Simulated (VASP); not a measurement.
Input of a VASP 6.6.1 run:

File POSCAR:

```
Ba
1.0
    3.9177175405      0.0000000000      0.0000000000
    0.0000000000      3.9177175405      0.0000000000
    0.0000000000      0.0000000000      3.9177175405
Ba
1
Direct
    0.0000000000      0.0000000000      0.0000000000
```

INCAR.step1

```
ALGO = Normal
EDIFF = 1E-4
ENCUT = 600
GGA = PE
ISMEAR = -1
LASPH = T
LCHARG = F
LREAL = F
LWAVE = T
NELM = 80
PREC = Accurate
SIGMA = 0.05
```

Contents of INCAR.step2:

```
ALGO = Normal
EDIFF = 1E-7
EDIFFG = -0.01
ENCUT = 600
IBRION = 2
ISIF = 3
ISMEAR = -1
ISTART = 1
LASPH = T
LCHARG = F
LMIXTAU = T
LREAL = F
LWAVE = F
METAGGA = R2SCAN
NELM = 80
NSW = 60
PREC = Accurate
PSTRESS = 100.0
SIGMA = 0.05
```

KPOINTS

```
k-points
0
Gamma
  7 7 7
```

Potentials or basis: VASP PAW PBE potentials, release 64 (Ba_sv).

Launch:

```bash
$ cat potpaw_PBE.64/Ba_sv/POTCAR > POTCAR
$ cp INCAR.step1 INCAR
$ mpirun -np 1 vasp_std > vasp.out
$ cp INCAR.step2 INCAR
$ mpirun -np 1 vasp_std > vasp.out
```

(1) What does it give for the relaxed cell?

(2) Estimate the relaxed volume.

(3) Estimate the space group after relaxing (to 0.05 Å).

(4) What does it give for the band gap on the k mesh?

Answers

(1) a = 3.342 Å, b = 3.342 Å, c = 3.342 Å, α = 90.00°, β = 90.00°, γ = 90.00°.

(2) 37.33 Å³/atom.

(3) Pm-3m (No. 221).

(4) zero (band 5 reaches 4.23 eV, above the bottom of band 6 at 3.40 eV).

Caveat: the cell is relaxed towards a set pressure, so the enthalpy falls and the energy may rise; the volume moved by over 15 % at a fixed basis, so the end points are rough; the PAW data sets were made with another functional, which shifts forces and pressure a little; spin-orbit coupling is left out, which moves the levels of the heavy elements.
